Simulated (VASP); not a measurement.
Crystal: Pb.

```
CELL_PARAMETERS angstrom
3.45242 0.00000 0.00000
-1.72621 2.98988 0.00000
0.00000 0.00000 11.26058
ATOMIC_POSITIONS crystal
Pb 0.66667 0.33333 0.75000
Pb 0.00000 0.00000 0.50000
Pb 0.33333 0.66667 0.25000
Pb 0.00000 0.00000 0.00000
```

This cell differs from its parent crystal: volume scaled by 0.94.

Base run:

```yaml
Program: VASP 6.6.1
Functional: PBEsol
Potentials_or_basis: VASP PAW PBE potentials, release 64 (Pb_d)
Cutoff: 520 eV
k_mesh: 9 × 9 × 3
Occupations: fermi-dirac, width 0.05 eV
Spin: no spin polarisation
```

Its results: band gap on the k mesh zero (band 28 reaches 13.48 eV, above the bottom of band 29 at 5.38 eV); pressure 1.4 GPa.

**Question.** The run is repeated on the same cell with these changes: functional from PBEsol to PBE; further incar settings from ALGO = Normal; EDIFF = 1e-06; NBANDS = 36 to ALGO = Fast; EDIFF = 1e-06; NBANDS = 36. What comes out?

**Answer.** Band gap on the k mesh zero (band 28 reaches 13.68 eV, above the bottom of band 29 at 5.57 eV); pressure 4.5 GPa.

Caveats: spin-orbit coupling is left out, which moves the levels of the heavy elements; the PAW data sets were made with another functional, which shifts forces and pressure a little (some runs).
